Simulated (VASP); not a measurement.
The system is BeTe.

```
CELL_PARAMETERS angstrom
0.00000 2.71345 2.71345
2.71345 0.00000 2.71345
2.71345 2.71345 0.00000
ATOMIC_POSITIONS crystal
Te 0.75000 0.75000 0.75000
Be 0.00000 0.00000 0.00000
```

Base run:

```yaml
Program: VASP 6.6.1
Functional: PBE exchange alone
Potentials_or_basis: VASP PAW PBE potentials, release 64 (Te, Be)
Cutoff: 520 eV
k_mesh: 8 × 8 × 8
Occupations: fermi-dirac, width 0.05 eV
Spin: no spin polarisation
```

Its results: band gap on the k mesh 1.95 eV, indirect (least direct gap 3.58 eV); pressure 18.8 GPa.

Q: The run is repeated on the same cell with these changes: functional from PBE exchange alone to r2SCAN. What comes out?

A: Band gap on the k mesh 2.03 eV, indirect (least direct gap 3.87 eV); pressure 9.7 GPa.

Caveats: spin-orbit coupling is left out, which moves the levels of the heavy elements; the PAW data sets were made with another functional, which shifts forces and pressure a little (some runs).

A k mesh can miss the band edges.
